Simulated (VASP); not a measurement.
Set up this calculation in VASP 6.6.1, as the native input.

* Task: single point
* Functional: r2SCAN
* Potentials or basis: VASP PAW PBE potentials, release 64 (Li_sv, Nb_sv, O)
* Cutoff: 520 eV
* k mesh: 6 × 6 × 6
* Occupations: gaussian, width 0.01 eV
* Spin: no spin polarisation
* Dipole correction: no
* Further INCAR settings: ALGO = Normal; EDIFF = 1e-06; NBANDS = 25

The system is LiNbO3.

```
Li Nb O
1.0
     3.97211    0.00000    0.00000
     0.00000    3.97211    0.00000
     0.00000    0.00000    3.97211
Li Nb O
1 1 3
Cartesian
  0.0000 0.0000 0.0000
  1.9861 1.9861 1.9861
  1.9861 1.9861 0.0000
  1.9861 0.0000 1.9861
  0.0000 1.9861 1.9861
```

This cell differs from its parent crystal: volume changed by +3%.

The input as run:

POSCAR

```
LiNbO3
1.0
    3.9721131437      0.0000000000      0.0000000000
    0.0000000000      3.9721131437      0.0000000000
    0.0000000000      0.0000000000      3.9721131437
Li Nb O
1 1 3
Direct
    0.0000000000      0.0000000000      0.0000000000
    0.5000000000      0.5000000000      0.5000000000
    0.5000000000      0.5000000000      0.0000000000
    0.5000000000      0.0000000000      0.5000000000
    0.0000000000      0.5000000000      0.5000000000
```

INCAR.step1

```
PREC     = Accurate       # precision mode
ENCUT    = 520            # plane-wave cutoff, eV
ISMEAR   = 0              # smearing method
SIGMA    = 0.01           # smearing width, eV
LREAL    = F              # projectors in reciprocal space
LASPH    = T              # aspherical terms in the spheres
NELM     = 100            # most SCF steps
NBANDS   = 25             # bands
GGA      = PE             # functional
ALGO     = Normal         # electronic algorithm
EDIFF    = 1E-4           # SCF threshold, eV
LWAVE    = T              # write WAVECAR
LCHARG   = F              # write CHGCAR
```

INCAR.step2

```
PREC     = Accurate       # precision mode
ENCUT    = 520            # plane-wave cutoff, eV
EDIFF    = 1E-6           # SCF threshold, eV
ISMEAR   = 0              # smearing method
SIGMA    = 0.01           # smearing width, eV
LREAL    = F              # projectors in reciprocal space
LASPH    = T              # aspherical terms in the spheres
NELM     = 100            # most SCF steps
ALGO     = Normal         # electronic algorithm
ISIF     = 2              # what is computed and relaxed
LWAVE    = F              # write WAVECAR
LCHARG   = T              # write CHGCAR
METAGGA  = R2SCAN         # meta-GGA
LMIXTAU  = T            
LELF     = T              # ELF
LVHAR    = T            
NBANDS   = 25             # bands
ISTART   = 1
```

KPOINTS

```
regular mesh
0
Gamma
  6 6 6
```

Potentials or basis: VASP PAW PBE potentials, release 64 (Li_sv, Nb_sv, O).

The run is started by

```bash
$ cat potpaw_PBE.64/Li_sv/POTCAR potpaw_PBE.64/Nb_sv/POTCAR potpaw_PBE.64/O/POTCAR > POTCAR
$ cp INCAR.step1 INCAR
$ mpirun -np 1 vasp_std > vasp.out
$ cp INCAR.step2 INCAR
$ mpirun -np 1 vasp_std > vasp.out
```

Results of the run:

The band gap on the k mesh is 2.03 eV, indirect (least direct gap 2.88 eV).

Run time: 2.1 min on 1 thread of Intel(R) Xeon(R) 6975P-C (Granite Rapids), on a shared host, peak memory 0.18 GiB.
